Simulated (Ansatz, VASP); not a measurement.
Two plane-wave programs on Li3Mg3B2N6

The input INCAR:

```
SYSTEM = Li3Mg3B2N6
PREC     = Accurate       ! precision mode
ENCUT    = 520            ! plane-wave cutoff, eV
EDIFF    = 1E-7           ! SCF threshold, eV
ISMEAR   = 1              ! smearing method
SIGMA    = 0.2            ! smearing width, eV
LREAL    = .FALSE.        ! projectors in reciprocal space
LASPH    = .TRUE.         ! aspherical terms in the spheres
NELM     = 60             ! most SCF steps
ALGO     = Fast           ! electronic algorithm
ISIF     = 2              ! what is computed and relaxed
LWAVE    = .FALSE.        ! write WAVECAR
LCHARG   = .TRUE.         ! write CHGCAR
LDIPOL   = .TRUE.       
IDIPOL   = 3            
DIPOL    = 0.5 0.5 0.500
GGA      = PS             ! functional
LELF     = .TRUE.         ! ELF
LVHAR    = .TRUE.       
LVACPOTAV= .TRUE.       
NBANDS   = 38             ! bands
```

KPOINTS

```
Automatic mesh
0
G
  7 7 1
  0 0 0
```

Contents of POSCAR:

```
Li3Mg3B2N6
1.0
    3.7791680991      0.0000000000      0.0000000000
    0.0000000000      3.7791680991      0.0000000000
    0.0000000000      0.0000000000     25.5870566249
N Li Mg B
6 3 3 2
Direct
    0.5000000000      0.5000000000      0.2931169501
    0.0000000000      0.0000000000      0.3610739756
    0.0000000000      0.0000000000      0.4660214873
    0.5000000000      0.5000000000      0.5339785127
    0.5000000000      0.5000000000      0.6389260244
    0.0000000000      0.0000000000      0.7068830499
    0.0000000000      0.5000000000      0.3270954628
    0.5000000000      0.0000000000      0.5000000000
    0.0000000000      0.5000000000      0.6729045372
    0.5000000000      0.0000000000      0.3270954628
    0.0000000000      0.5000000000      0.5000000000
    0.5000000000      0.0000000000      0.6729045372
    0.0000000000      0.0000000000      0.4135477314
    0.5000000000      0.5000000000      0.5864522686
```

Input for Ansatz:

```yaml
crystal:
  lattice:
    - [3.7791680991, 0.0, 0.0]
    - [0.0, 3.7791680991, 0.0]
    - [0.0, 0.0, 25.5870566249]
  atoms:
    - { symbol: "N", position: [0.5, 0.5, 0.2931169501] }
    - { symbol: Li, position: [0.0, 0.5, 0.3270954628] }
    - { symbol: Mg, position: [0.5, 0.0, 0.3270954628] }
    - { symbol: "N", position: [0.0, 0.0, 0.3610739756] }
    - { symbol: B, position: [0.0, 0.0, 0.4135477314] }
    - { symbol: "N", position: [0.0, 0.0, 0.4660214873] }
    - { symbol: Li, position: [0.5, 0.0, 0.5] }
    - { symbol: Mg, position: [0.0, 0.5, 0.5] }
    - { symbol: "N", position: [0.5, 0.5, 0.5339785127] }
    - { symbol: B, position: [0.5, 0.5, 0.5864522686] }
    - { symbol: "N", position: [0.5, 0.5, 0.6389260244] }
    - { symbol: Li, position: [0.0, 0.5, 0.6729045372] }
    - { symbol: Mg, position: [0.5, 0.0, 0.6729045372] }
    - { symbol: "N", position: [0.0, 0.0, 0.7068830499] }
basis:
  ecutwfc: 420
kpoints:
  mp_grid: { grid: [7, 7, 1] }
hamiltonian:
  xc: pbesol
scf:
  occupations: { method: methfessel_paxton, width: 0.2 }
output:
  forces: true
  stress: true
  eigenvalues: true
efield:
  axis: 3
  dipole_correction: true
  ramp_width: 0.04
```

Alike in both runs: task single point; functional PBEsol; k mesh 7 × 7 × 1; occupations methfessel-paxton of order 1, width 0.2 eV; no spin polarisation.

|  | VASP | Ansatz |
| --- | --- | --- |
| version | VASP 6.6.1 | Ansatz 0.2.0 |
| potentials or method | VASP PAW PBE potentials, release 64 (N, Li_sv, Mg, B), cutoff 520 eV | scalar-relativistic, plane waves, PAW |
| valence electrons in the cell | 51 | 75 |

|  | VASP | Ansatz | Ansatz less VASP |
| --- | --- | --- | --- |
| gap on the k mesh at the Fermi level (eV) | none | none | - |
| rms of the force components (eV/Å) | 0.399 | 0.399 | -0.0007 |
| work function, face that differs most (eV) | 6.96 | 6.96 | -0.006 |

VASP's potentials were made for PBE, not for PBEsol. A gap of «none» marks a metal or a gap that the smearing closes. VASP's potentials hold 51 valence electrons a cell and Ansatz's 75, so a difference there can come from the potentials and not from the codes.

Noted on VASP's run: the cutoff is under 1.25 times that of the potentials, so the pressure is a little rough.
